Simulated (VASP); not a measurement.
# Hf (Fm-3m) in VASP: single point with RPBE

Aim: the single point of Hf with RPBE.

All numbers are computed with VASP 6.6.1; they aren't measurements. Logs are shortened: lines on timing, memory, paths and dates and some standing lists are left out, and cuts for length are marked.

## 1. The cell of the first run

It takes space group Fm-3m (No. 225, cubic). Conventional cell: a = 4.440 Å, b = 4.440 Å, c = 4.440 Å, α = 90.00°, β = 90.00°, γ = 90.00°. Hf (site symmetry m-3m) has 12 Hf at 3.14 Å within 4.1 Å.

This isn't the form of Hf at room conditions, which is hcp.

## 2. Single point, RPBE

Input file INCAR:

```
PREC = Accurate
ENCUT = 500
EDIFF = 1E-6
ISMEAR = -1
SIGMA = 0.05
LREAL = False
LASPH = True
NELM = 120
ALGO = Normal
ISIF = 2
LWAVE = False
LCHARG = False
GGA = RP
NBANDS = 11
GGA_COMPAT = False
```

Input file KPOINTS:

```
regular mesh
0
Gamma
  10 10 10
```

Input file POSCAR:

```
Hf
1.0
    0.0000000000      2.2200000000      2.2200000000
    2.2200000000      0.0000000000      2.2200000000
    2.2200000000      2.2200000000      0.0000000000
Hf
1
Direct
    0.0000000000      0.0000000000      0.0000000000
```

Potentials or basis: VASP PAW PBE potentials, release 64 (Hf_pv).

Run with:

```
$ cat potpaw_PBE.64/Hf_pv/POTCAR > POTCAR
$ mpirun -np 1 vasp_std > vasp.out
```

OUTCAR:

```text
PREC = Accurate
   ENCUT = 500
   EDIFF = 1E-6
   ISMEAR = -1
   LREAL = False
   LASPH = True
   NELM = 120
   ISIF = 2
   GGA = RP

 ion  position               nearest neighbor table
   1  0.000  0.000  0.000-

  LATTYP: Found a face centered cubic cell.
 ALAT       =     4.4400000000

  Lattice vectors:

 A1 = (   0.0000000000,   2.2200000000,   2.2200000000)
 A2 = (   2.2200000000,   0.0000000000,   2.2200000000)
 A3 = (   2.2200000000,   2.2200000000,   0.0000000000)

Analysis of symmetry for initial positions (statically):
=====================================================================
 Subroutine PRICEL returns:
 Original cell was already a primitive cell.

 Routine SETGRP: Setting up the symmetry group for a
 face centered cubic supercell.

 Subroutine GETGRP returns: Found 48 space group operations
 (whereof 48 operations were pure point group operations)
 out of a pool of 48 trial point group operations.

The static configuration has the point symmetry O_h .

Analysis of symmetry for dynamics (positions and initial velocities):
=====================================================================
 Subroutine PRICEL returns:
 Original cell was already a primitive cell.

 Routine SETGRP: Setting up the symmetry group for a
 face centered cubic supercell.

 Subroutine GETGRP returns: Found 48 space group operations
 (whereof 48 operations were pure point group operations)
 out of a pool of 48 trial point group operations.

The dynamic configuration has the point symmetry O_h .

 Subroutine INISYM returns: Found 48 space group operations
 (whereof 48 operations are pure point group operations),
 and found     1 'primitive' translations

----------------------------------------------------------------------------------------

                                     Primitive cell

  volume of cell :      21.8821

  direct lattice vectors                    reciprocal lattice vectors
     0.000000000  2.220000000  2.220000000    -0.225225225  0.225225225  0.225225225
     2.220000000  0.000000000  2.220000000     0.225225225 -0.225225225  0.225225225
     2.220000000  2.220000000  0.000000000     0.225225225  0.225225225 -0.225225225

  length of vectors
     3.139554108  3.139554108  3.139554108     0.390101533  0.390101533  0.390101533

  position of ions in fractional coordinates (direct lattice)
     0.000000000  0.000000000  0.000000000

  ion indices of the primitive-cell ions
   primitive index   ion index
                 1           1

----------------------------------------------------------------------------------------

 KPOINTS: regular mesh

Automatic generation of k-mesh.
 Grid dimensions read from file:
 generate k-points for:   10   10   10

 Generating k-lattice:

  Cartesian coordinates                     Fractional coordinates (reciprocal lattice)
    -0.022522523  0.022522523  0.022522523     0.100000000  0.000000000  0.000000000
     0.022522523 -0.022522523  0.022522523     0.000000000  0.100000000  0.000000000
     0.022522523  0.022522523 -0.022522523     0.000000000  0.000000000  0.100000000

  Length of vectors
     0.039010153  0.039010153  0.039010153

  Shift w.r.t. Gamma in fractional coordinates (k-lattice)
     0.000000000  0.000000000  0.000000000

 Subroutine IBZKPT returns following result:
 ===========================================

 Found     47 irreducible k-points:

 Following reciprocal coordinates:
            Coordinates               Weight
  0.000000  0.000000  0.000000      1.000000
  0.100000  0.000000  0.000000      8.000000
  0.200000  0.000000  0.000000      8.000000
  0.300000  0.000000  0.000000      8.000000
  0.400000  0.000000  0.000000      8.000000
  0.500000  0.000000  0.000000      4.000000
[... 16 lines left out ...]
  0.300000  0.300000  0.000000      6.000000
  0.400000  0.300000  0.000000     24.000000
 [... further k-points ...]
   k-points           NKPTS =     47   k-points in BZ     NKDIM =     47   number of bands    NBANDS=     11
   number of dos      NEDOS =    301   number of ions     NIONS =      1
   total plane-waves  NPLWV =  13824
   dimension x,y,z NGX =    24 NGY =   24 NGZ =   24
   dimension x,y,z NGXF=    48 NGYF=   48 NGZF=   48
   ions per type =               1
   NGX,Y,Z   is equivalent  to a cutoff of  12.71, 12.71, 12.71 a.u.
   NGXF,Y,Z  is equivalent  to a cutoff of  25.42, 25.42, 25.42 a.u.
 SYSTEM =  unknown system
   PREC   = accura    normal or accurate (medium, high low for compatibility)
   ISTART =      0    job   : 0-new  1-cont  2-samecut
   ICHARG =      2    charge: 1-file 2-atom 10-const
   ISPIN  =      1    spin polarized calculation?
   LNONCOLLINEAR =      F non collinear calculations
   LSORBIT =      F    spin-orbit coupling
   LASPH  =      T    aspherical Exc in radial PAW
   ENCUT  =  500.0 eV  36.75 Ry    6.06 a.u.   5.72  5.72  5.72*2*pi/ulx,y,z
   NELM   =    120;   NELMIN=  2; NELMDL= -5     # of ELM steps
   EDIFF  = 0.1E-05   stopping-criterion for ELM
   LREAL  =      F    real-space projection
   EDIFFG = 0.1E-04   stopping-criterion for IOM
   NSW    =      0    number of steps for IOM
   IBRION =     -1    ionic relax: 0-MD 1-quasi-New 2-CG
   NFREE  =      0    steps in history (QN), initial steepest desc. (CG)
   ISIF   =      2    stress and relaxation
   ISYM   =      2    0-nonsym 1-usesym 2-fastsym
   POTIM  = 0.5000    time-step for ionic-motion
   TEBEG  =    0.0;   TEEND  =   0.0 temperature during run
   PSTRESS=    0.0 pullay stress
   NELECT =      10.0000    total number of electrons
   NUPDOWN=      -1.0000    fix difference up-down
   EMIN   =  10.00;   EMAX   =-10.00  energy-range for DOS
   EFERMI =   0.00;   METHOD = LEGACY
   ISMEAR =    -1;   SIGMA  =   0.05  broadening in eV -4-tet -1-fermi 0-gaus
   EFERMI_NEDOS =   21; number of points for ismear=-14 and -15
   IALGO  =     38    algorithm
   IMIX   =      4    mixing-type and parameters
     AMIX     =   0.40;   BMIX     =  1.00
     AMIX_MAG =   1.60;   BMIX_MAG =  1.00
  volume/ion in A,a.u.               =      21.88       147.67
  Fermi-wavevector in a.u.,A,eV,Ry     =   1.260991  2.382927 21.634588  1.590097
  Thomas-Fermi vector in A             =   2.394472
   LORBIT       =      0    0 simple, 1 ext, 2 COOP (PROOUT), +10 PAW based schemes
   GGA     = RP    functional components
   LHFCALC =     F    Hartree Fock is set to
   AEXX    =    0.0000 exact exchange contribution
   IVDW    =     0    specifies the selected vdW correction
   LEPSILON=     F    determine dielectric tensor
   LRPA    =     F    only Hartree local field effects (RPA)
 non-spin polarized calculation
  energy-cutoff  :      500.00
  volume of cell :       21.88
 maximum number of plane-waves:       568
   NGX = 11   NGY = 11   NGZ = 11

 number of electron      10.0000000 magnetization

 Free energy of the ion-electron system (eV)
  ---------------------------------------------------
  ext. energy  EPLUGINS =         0.00000000
  ---------------------------------------------------
  free energy    TOTEN  =        -9.41947143 eV

  energy without entropy =       -9.40833892  energy(sigma->0) =       -9.41390518

 E-fermi :   5.0054     XC(G=0): -11.3231

 val. band max:        4.9810355436   @ k =   0.3000   0.0000   0.0000
 cond. band min:       5.0367380578   @ k =  -0.2000   0.1000   0.0000
 fundamental gap:      0.0557025141
 Fermi energy:         5.0054280820

 k-point     1 :       0.0000    0.0000    0.0000
  band No.  band energies     occupation
      1     -24.9639      2.00000
      2     -24.9639      2.00000
      3     -24.9639      2.00000
      4      -2.2885      2.00000
      5       6.4389      0.00000
      6       6.4389      0.00000
      7       6.4389      0.00000
      8       9.3234      0.00000
      9       9.3234      0.00000
     10      16.3335      0.00000
     11      18.2277      0.00000

 k-point     2 :       0.1000    0.0000    0.0000
  band No.  band energies     occupation
      1     -25.0525      2.00000
      2     -24.9751      2.00000
      3     -24.9751      2.00000
      4      -1.9346      2.00000
      5       6.0870      0.00000
      6       6.6013      0.00000
      7       6.6013      0.00000
      8       9.1494      0.00000
      9       9.1494      0.00000
     10      17.0979      0.00000
     11      18.2267      0.00000

 k-point     3 :       0.2000    0.0000    0.0000
  band No.  band energies     occupation
      1     -25.2782      2.00000
      2     -25.0042      2.00000
      3     -25.0042      2.00000
      4      -0.9770      2.00000
      5       5.3976      0.00079
      6       6.8373      0.00000
      7       6.8373      0.00000
      8       9.0562      0.00000
      9       9.0562      0.00000
     10      17.1406      0.00000
     11      18.2286      0.00000

 k-point     4 :       0.3000    0.0000    0.0000
  band No.  band energies     occupation
      1     -25.5463      2.00000
      2     -25.0398      2.00000
      3     -25.0398      2.00000
      4       0.2313      2.00000
      5       4.9810      1.23920
      6       6.6642      0.00000
      7       6.6642      0.00000
      8       9.7566      0.00000
      9       9.7566      0.00000
     10      15.7892      0.00000
     11      18.2258      0.00000

 k-point     5 :       0.4000    0.0000    0.0000
  band No.  band energies     occupation
      1     -25.7550      2.00000
      2     -25.0683      2.00000
      3     -25.0683      2.00000
      4       1.0793      2.00000
      5       5.2394      0.01839
      6       6.3443      0.00000
      7       6.3443      0.00000
      8      10.8915      0.00000
      9      10.8915      0.00000
     10      14.9513      0.00000
     11      17.1854      0.00000
[... 211 lines left out ...]
 k-point    21 :      -0.3000    0.2000    0.0000
  band No.  band energies     occupation
      1     -25.6313      2.00000
      2     -25.2901      2.00000
      3     -25.0800      2.00000
      4       2.0108      2.00000
      5       4.6287      1.99893
      6       5.1692      0.07284
      7       7.3352      0.00000
      8       9.2948      0.00000
      9      12.4116      0.00000
     10      15.8456      0.00000
     11      18.2332      0.00000

 k-point    22 :      -0.2000    0.2000    0.0000
  band No.  band energies     occupation
      1     -25.5035      2.00000
      2     -25.2073      2.00000
      3     -25.0354      2.00000
      4       0.8590      2.00000
      5       4.6893      1.99642
      6       5.8536      0.00000
      7       7.6423      0.00000
      8       8.0968      0.00000
      9      11.3715      0.00000
     10      17.3884      0.00000
     11      18.2366      0.00000

 k-point    23 :       0.3000    0.3000    0.0000
  band No.  band energies     occupation
      1     -25.5183      2.00000
      2     -25.1696      2.00000
      3     -25.1696      2.00000
      4       0.9838      2.00000
      5       3.7403      2.00000
      6       6.1069      0.00000
      7       8.9229      0.00000
      8       8.9229      0.00000
      9      10.6415      0.00000
     10      18.2231      0.00000
     11      19.7682      0.00000

 k-point    24 :       0.4000    0.3000    0.0000
  band No.  band energies     occupation
      1     -25.6297      2.00000
      2     -25.2325      2.00000
      3     -25.2043      2.00000
      4       1.6629      2.00000
      5       3.4599      2.00000
      6       5.8771      0.00000
      7       9.1937      0.00000
      8      10.2083      0.00000
      9      11.3459      0.00000
     10      16.9666      0.00000
     11      18.2311      0.00000

 [... further k-points ...]

------------------------ aborting loop because EDIFF is reached ----------------------------------------

  FORCE on cell =-STRESS in cart. coord.  units (eV):
  Direction    XX          YY          ZZ          XY          YZ          ZX
  --------------------------------------------------------------------------------------
  -------------------------------------------------------------------------------------
  Total        0.7556050      0.7556050      0.7556050     -0.0000000      0.0000000      0.0000000
  in kB       55.3243742     55.3243742     55.3243742     -0.0000000      0.0000000      0.0000000
  external PRESSURE =      55.3243742 kB  Pullay stress =       0.0000000 kB

 VOLUME and BASIS-vectors are now :
 -----------------------------------------------------------------------------
  energy-cutoff  :      500.00
  volume of cell :       21.88
      direct lattice vectors                 reciprocal lattice vectors
     0.000000000  2.220000000  2.220000000    -0.225225225  0.225225225  0.225225225
     2.220000000  0.000000000  2.220000000     0.225225225 -0.225225225  0.225225225
     2.220000000  2.220000000  0.000000000     0.225225225  0.225225225 -0.225225225

 POSITION                                       TOTAL-FORCE (eV/Angst)
 -----------------------------------------------------------------------------------
      0.00000      0.00000      0.00000         0.000000      0.000000      0.000000
 -----------------------------------------------------------------------------------
    total drift:                                0.000000      0.000000     -0.000000

  FREE ENERGIE OF THE ION-ELECTRON SYSTEM (eV)
  ---------------------------------------------------
  free  energy   TOTEN  =        -9.4194714317 eV

  energy  without entropy=       -9.4083389237  energy(sigma->0) =       -9.41390518
```

Run time: 14 s. Hardware: 1 thread of Intel Xeon 8259CL, shared host; peak memory 0.14 GiB.

What came out:

- Free energy: -9.4195 eV
- Pressure: 5.5 GPa
- Band gap on the k mesh: zero (bands 5 and 6 overlap by 1.83 eV)

Caveat: the cell stands under pressure; the PAW data sets were made with another functional, which shifts forces and pressure a little; spin-orbit coupling is left out, which moves the levels of the heavy elements.
